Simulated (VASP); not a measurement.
# BaB2H8 (Pbcn) in VASP: single point with PBE

Aim: the single point of BaB2H8 with PBE.

All numbers are computed with VASP 6.6.1; they aren't measurements. Logs are shortened: lines on timing, memory, paths and dates and some standing lists are left out, and cuts for length are marked.

### Step 1. The cell of the first run

The structure is orthorhombic, space group Pbcn (No. 60). Conventional cell: a = 7.384 Å, b = 8.738 Å, c = 7.910 Å, α = 90.00°, β = 90.00°, γ = 90.00°. Within 3.6 Å of Ba (site symmetry 2) lie 16 H at 2.75 to 3.45 Å and 6 B at 3.03 to 3.32 Å. Within 1.6 Å of B (site symmetry 1) lie 4 H at 1.22 to 1.23 Å. H (site symmetry 1) has 1 B at 1.23 Å within 1.6 Å. H (site symmetry 1) has 1 B at 1.23 Å within 1.6 Å. Within 1.6 Å of H (site symmetry 1) lie 1 B at 1.22 Å. Within 1.6 Å of H (site symmetry 1) lie 1 B at 1.23 Å.

### Step 2. Single point, PBE

INCAR

```
SYSTEM = BaB2H8
ALGO = Normal
EDIFF = 1E-6
ENCUT = 520
GGA = PE
ISIF = 2
ISMEAR = 0
LASPH = .True.
LCHARG = .False.
LREAL = Auto
LWAVE = .False.
NBANDS = 76
NELM = 100
PREC = Accurate
SIGMA = 0.1
```

KPOINTS

```
k-points
0
Gamma
  4 2 2
  0 0 0
```

POSCAR

```
BaB2H8
1.0
    7.3835630000      0.0000000000      0.0000000000
    0.0000000000      8.7377490000      0.0000000000
    0.0000000000      0.0000000000      7.9101240000
Ba B H
4 8 32
Direct
    0.5000000000      0.8289920000      0.2500000000
    0.0000000000      0.6710080000      0.7500000000
    0.5000000000      0.1710080000      0.7500000000
    0.0000000000      0.3289920000      0.2500000000
    0.7592020000      0.6093510000      0.0773640000
    0.2592020000      0.8906490000      0.9226360000
    0.7407980000      0.8906490000      0.5773640000
    0.2407980000      0.6093510000      0.4226360000
    0.2407980000      0.3906490000      0.9226360000
    0.7407980000      0.1093510000      0.0773640000
    0.2592020000      0.1093510000      0.4226360000
    0.7592020000      0.3906490000      0.5773640000
    0.7246900000      0.5684250000      0.2224710000
    0.2246900000      0.9315750000      0.7775290000
    0.7753100000      0.9315750000      0.7224710000
    0.2753100000      0.5684250000      0.2775290000
    0.2753100000      0.4315750000      0.7775290000
    0.7753100000      0.0684250000      0.2224710000
    0.2246900000      0.0684250000      0.2775290000
    0.7246900000      0.4315750000      0.7224710000
    0.8381860000      0.5053930000      0.0036090000
    0.3381860000      0.9946070000      0.9963910000
    0.6618140000      0.9946070000      0.5036090000
    0.1618140000      0.5053930000      0.4963910000
    0.1618140000      0.4946070000      0.9963910000
    0.6618140000      0.0053930000      0.0036090000
    0.3381860000      0.0053930000      0.4963910000
    0.8381860000      0.4946070000      0.5036090000
    0.6187000000      0.6335660000      0.9996320000
    0.1187000000      0.8664340000      0.0003680000
    0.8813000000      0.8664340000      0.4996320000
    0.3813000000      0.6335660000      0.5003680000
    0.3813000000      0.3664340000      0.0003680000
    0.8813000000      0.1335660000      0.9996320000
    0.1187000000      0.1335660000      0.5003680000
    0.6187000000      0.3664340000      0.4996320000
    0.8536470000      0.7252640000      0.0829610000
    0.3536470000      0.7747360000      0.9170390000
    0.6463530000      0.7747360000      0.5829610000
    0.1463530000      0.7252640000      0.4170390000
    0.1463530000      0.2747360000      0.9170390000
    0.6463530000      0.2252640000      0.0829610000
    0.3536470000      0.2252640000      0.4170390000
    0.8536470000      0.2747360000      0.5829610000
```

Potentials or basis: VASP PAW PBE potentials, release 64 (Ba_sv, B, H).

On the command line:

```
cat potpaw_PBE.64/Ba_sv/POTCAR potpaw_PBE.64/B/POTCAR potpaw_PBE.64/H/POTCAR > POTCAR
mpirun -np 1 vasp_std > vasp.out
```

OUTCAR:

```text
SYSTEM = BaB2H8
   EDIFF = 1E-6
   ENCUT = 520
   GGA = PE
   ISIF = 2
   ISMEAR = 0
   LASPH = .True.
   LREAL = Auto
   NELM = 100
   PREC = Accurate

 ion  position               nearest neighbor table
   1  0.500  0.829  0.250-  22 2.75  23 2.75  26 2.76  27 2.76  29 2.76  32 2.76   5 3.03   8 3.03
                             7 3.19   6 3.19  10 3.32  11 3.32
   2  0.000  0.671  0.750-  21 2.75  24 2.75  25 2.76  28 2.76  30 2.76  31 2.76   6 3.03   7 3.03
                             5 3.19   8 3.19   9 3.32  12 3.32
   3  0.500  0.171  0.750-  26 2.75  27 2.75  22 2.76  23 2.76  33 2.76  36 2.76   9 3.03  12 3.03
                            11 3.19  10 3.19   6 3.32   7 3.32
   4  0.000  0.329  0.250-  25 2.75  28 2.75  21 2.76  24 2.76  34 2.76  35 2.76  10 3.03  11 3.03
                             9 3.19  12 3.19   5 3.32   8 3.32
   5  0.759  0.609  0.077-  29 1.22  21 1.23  13 1.23  37 1.23   1 3.03   2 3.19   4 3.32
   6  0.259  0.891  0.923-  30 1.22  22 1.23  14 1.23  38 1.23   2 3.03   1 3.19   3 3.32
   7  0.741  0.891  0.577-  31 1.22  23 1.23  15 1.23  39 1.23   2 3.03   1 3.19   3 3.32
   8  0.241  0.609  0.423-  32 1.22  24 1.23  16 1.23  40 1.23   1 3.03   2 3.19   4 3.32
   9  0.241  0.391  0.923-  33 1.22  25 1.23  17 1.23  41 1.23   3 3.03   4 3.19   2 3.32
  10  0.741  0.109  0.077-  34 1.22  26 1.23  18 1.23  42 1.23   4 3.03   3 3.19   1 3.32
  11  0.259  0.109  0.423-  35 1.22  27 1.23  19 1.23  43 1.23   4 3.03   3 3.19   1 3.32
  12  0.759  0.391  0.577-  36 1.22  28 1.23  20 1.23  44 1.23   3 3.03   4 3.19   2 3.32
  13  0.725  0.568  0.222-   5 1.23
[... 17 lines left out ...]
  31  0.881  0.866  0.500-   7 1.22   2 2.76
  32  0.381  0.634  0.500-   8 1.22   1 2.76
  33  0.381  0.366  0.000-   9 1.22   3 2.76
  34  0.881  0.134  1.000-  10 1.22   4 2.76
  35  0.119  0.134  0.500-  11 1.22   4 2.76
  36  0.619  0.366  0.500-  12 1.22   3 2.76
  37  0.854  0.725  0.083-   5 1.23
  38  0.354  0.775  0.917-   6 1.23
  39  0.646  0.775  0.583-   7 1.23
  40  0.146  0.725  0.417-   8 1.23
  41  0.146  0.275  0.917-   9 1.23
  42  0.646  0.225  0.083-  10 1.23
  43  0.354  0.225  0.417-  11 1.23
  44  0.854  0.275  0.583-  12 1.23

  LATTYP: Found a simple orthorhombic cell.
 ALAT       =     7.3835630000
 B/A-ratio  =     1.0713152986
 C/A-ratio  =     1.1834054914

  Lattice vectors:

 A1 = (  -7.3835630000,   0.0000000000,   0.0000000000)
 A2 = (   0.0000000000,   0.0000000000,   7.9101240000)
 A3 = (   0.0000000000,   8.7377490000,   0.0000000000)

Analysis of symmetry for initial positions (statically):
=====================================================================
 Subroutine PRICEL returns:
 Original cell was already a primitive cell.

 Routine SETGRP: Setting up the symmetry group for a
 simple orthorhombic supercell.

 Subroutine GETGRP returns: Found  8 space group operations
 (whereof  2 operations were pure point group operations)
 out of a pool of  8 trial point group operations.
[... 201 lines left out ...]
   EMIN   =  10.00;   EMAX   =-10.00  energy-range for DOS
   EFERMI =   0.00;   METHOD = LEGACY
   ISMEAR =     0;   SIGMA  =   0.10  broadening in eV -4-tet -1-fermi 0-gaus
   EFERMI_NEDOS =   21; number of points for ismear=-14 and -15
   IALGO  =     38    algorithm
   IMIX   =      4    mixing-type and parameters
     AMIX     =   0.40;   BMIX     =  1.00
     AMIX_MAG =   1.60;   BMIX_MAG =  1.00
  volume/ion in A,a.u.               =      11.60        78.27
  Fermi-wavevector in a.u.,A,eV,Ry     =   0.938028  1.772615 11.971709  0.879896
  Thomas-Fermi vector in A             =   2.065198
   LORBIT       =      0    0 simple, 1 ext, 2 COOP (PROOUT), +10 PAW based schemes
   GGA     = PE    functional components
   LHFCALC =     F    Hartree Fock is set to
   AEXX    =    0.0000 exact exchange contribution
   IVDW    =     0    specifies the selected vdW correction
   LEPSILON=     F    determine dielectric tensor
   LRPA    =     F    only Hartree local field effects (RPA)
 non-spin polarized calculation
 Gauss-broadening in eV      SIGMA  =   0.10
  energy-cutoff  :      520.00
  volume of cell :      510.33
 maximum number of plane-waves:     13788
 NGX is ok and might be reduce to    56
   NGX = 27   NGY = 33   NGZ = 29

 number of electron      95.9999989 magnetization

 Free energy of the ion-electron system (eV)
  ---------------------------------------------------
  ext. energy  EPLUGINS =         0.00000000
  ---------------------------------------------------
  free energy    TOTEN  =      -186.70829257 eV

  energy without entropy =     -186.70829257  energy(sigma->0) =     -186.70829257

 E-fermi :  -2.5199     XC(G=0):  -7.4915

 val. band max:       -3.0073133524   @ k =   0.0000   0.0000   0.0000
 cond. band min:       2.6568653798   @ k =   0.0000   0.0000   0.0000
 fundamental gap:      5.6641787321
 Fermi energy:        -2.5199135299

 k-point     1 :       0.0000    0.0000    0.0000
  band No.  band energies     occupation
      1     -28.0565      2.00000
      2     -28.0528      2.00000
      3     -28.0497      2.00000
      4     -28.0493      2.00000
      5     -13.4770      2.00000
      6     -13.4381      2.00000
[... 745 lines left out ...]
     59       3.8636      0.00000
     60       3.8636      0.00000
 [bands above 60 left out]

------------------------ aborting loop because EDIFF is reached ----------------------------------------

  FORCE on cell =-STRESS in cart. coord.  units (eV):
  Direction    XX          YY          ZZ          XY          YZ          ZX
  --------------------------------------------------------------------------------------
  -------------------------------------------------------------------------------------
  Total       -0.0416284     -0.0186991     -0.0697875      0.0000000      0.0000000     -0.0000000
  in kB       -0.1306928     -0.0587060     -0.2190985      0.0000000      0.0000000     -0.0000000
  external PRESSURE =      -0.1361658 kB  Pullay stress =       0.0000000 kB

 VOLUME and BASIS-vectors are now :
 -----------------------------------------------------------------------------
  energy-cutoff  :      520.00
  volume of cell :      510.33
      direct lattice vectors                 reciprocal lattice vectors
     7.383563000  0.000000000  0.000000000     0.135435968  0.000000000  0.000000000
     0.000000000  8.737749000  0.000000000     0.000000000  0.114445952  0.000000000
     0.000000000  0.000000000  7.910124000     0.000000000  0.000000000  0.126420269

 POSITION                                       TOTAL-FORCE (eV/Angst)
 -----------------------------------------------------------------------------------
      3.69178      7.24352      1.97753         0.000000     -0.000276     -0.000000
      0.00000      5.86310      5.93259         0.000000      0.000276     -0.000000
      3.69178      1.49422      5.93259         0.000000      0.000276     -0.000000
      0.00000      2.87465      1.97753         0.000000     -0.000276     -0.000000
      5.60562      5.32436      0.61196         0.001024     -0.003704      0.001272
      1.91383      7.78227      7.29817         0.001024      0.003704     -0.001272
[... 36 lines left out ...]
      2.61117      1.96830      3.29883         0.004654     -0.008669     -0.002163
      6.30296      2.40057      4.61129         0.004654      0.008669      0.002163
 -----------------------------------------------------------------------------------
    total drift:                               -0.000000      0.000000      0.000000

  FREE ENERGIE OF THE ION-ELECTRON SYSTEM (eV)
  ---------------------------------------------------
  free  energy   TOTEN  =      -186.7082925726 eV

  energy  without entropy=     -186.7082925726  energy(sigma->0) =     -186.70829257
```

stdout:

```text
POSCAR found type information on POSCAR BaB H
 POSCAR found :  3 types and      44 ions
 scaLAPACK will be used
 LDA part: xc-table for (Slater+PW92), standard interpolation
 POSCAR, INCAR and KPOINTS ok, starting setup
 FFT: planning ... GRIDC
 FFT: planning ... GRID_SOFT
 FFT: planning ... GRID
 WAVECAR not read
 entering main loop
```

Wall time 41 min (1 thread of AMD EPYC 7R43 (Zen 3), shared host); peak memory 0.64 GiB.

Results:

- Free energy: -186.7083 eV
- Pressure: 0.0 GPa
- Largest force: 0.010 eV/Å
- Band gap on the k mesh: 5.66 eV

Forces in eV/Å, atoms in the order of the input:
```
Ba   0.000  0.000  0.000
Ba   0.000  0.000  0.000
Ba   0.000  0.000  0.000
Ba   0.000  0.000  0.000
B    0.001 -0.004  0.001
B    0.001  0.004 -0.001
B   -0.001  0.004  0.001
B   -0.001 -0.004 -0.001
B   -0.001  0.004 -0.001
B   -0.001 -0.004  0.001
B    0.001 -0.004 -0.001
B    0.001  0.004  0.001
H   -0.004 -0.001  0.000
H   -0.004  0.001  0.000
H    0.004  0.001  0.000
H    0.004 -0.001  0.000
H    0.004  0.001  0.000
H    0.004 -0.001  0.000
H   -0.004 -0.001  0.000
H   -0.004  0.001  0.000
H   -0.004 -0.004  0.002
H   -0.004  0.004 -0.002
H    0.004  0.004  0.002
H    0.004 -0.004 -0.002
H    0.004  0.004 -0.002
H    0.004 -0.004  0.002
H   -0.004 -0.004 -0.002
H   -0.004  0.004  0.002
H    0.003  0.002 -0.002
H    0.003 -0.002  0.002
H   -0.003 -0.002 -0.002
H   -0.003  0.002  0.002
H   -0.003 -0.002  0.002
H   -0.003  0.002 -0.002
H    0.003  0.002  0.002
H    0.003 -0.002 -0.002
H    0.005 -0.009  0.002
H    0.005  0.009 -0.002
H   -0.005  0.009  0.002
H   -0.005 -0.009 -0.002
H   -0.005  0.009 -0.002
H   -0.005 -0.009  0.002
H    0.005 -0.009 -0.002
H    0.005  0.009  0.002
```

Caveat: spin-orbit coupling is left out, which moves the levels of the heavy elements. A k mesh can miss the band edges.
